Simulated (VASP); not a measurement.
Write the native input for VASP 6.6.1 that does the following.

```
Task                   : single point
Functional             : LDA
Potentials or basis    : VASP PAW LDA potentials, release 64 (Pd)
Cutoff                 : 520 eV
k mesh                 : 16 × 16 × 16
Occupations            : gaussian, width 0.1 eV
Spin                   : no spin polarisation
Dipole correction      : no
Further INCAR settings : ALGO = Fast; EDIFF = 1e-06; NBANDS = 11
```

The structure of Pd lies in POSCAR:

```
Pd
1.0
    0.0000000000      1.9199738926      1.9199738926
    1.9199738926      0.0000000000      1.9199738926
    1.9199738926      1.9199738926      0.0000000000
Pd
1
Direct
    0.0000000000      0.0000000000      0.0000000000
```

These files were run (other wordings do the same):

INCAR

```
SYSTEM = Pd
PREC     = Accurate       ! precision mode
ENCUT    = 520            ! plane-wave cutoff, eV
EDIFF    = 1E-6           ! SCF threshold, eV
ISMEAR   = 0              ! smearing method
SIGMA    = 0.1            ! smearing width, eV
LREAL    = .False.        ! projectors in reciprocal space
LASPH    = .True.         ! aspherical terms in the spheres
NELM     = 100            ! most SCF steps
ALGO     = Fast           ! electronic algorithm
ISIF     = 2              ! what is computed and relaxed
LWAVE    = .False.        ! write WAVECAR
LCHARG   = .False.        ! write CHGCAR
NBANDS   = 11             ! bands
```

KPOINTS

```
regular mesh
0
Gamma
  16 16 16
  0 0 0
```

Potentials or basis: VASP PAW LDA potentials, release 64 (Pd).

Run with:

```console
$ cat potpaw_LDA.64/Pd/POTCAR > POTCAR
$ mpirun -np 1 vasp_std > vasp.out
```

It gave:

```json
{
 "Pressure": "0.3 GPa",
 "Band gap on the k mesh": "zero (band 5 reaches 10.65 eV, above the bottom of band 6 at 8.94 eV)"
}
```

It took 16 s on 1 thread of Intel Xeon 6975P-C, on a shared host, peak memory 0.13 GiB.
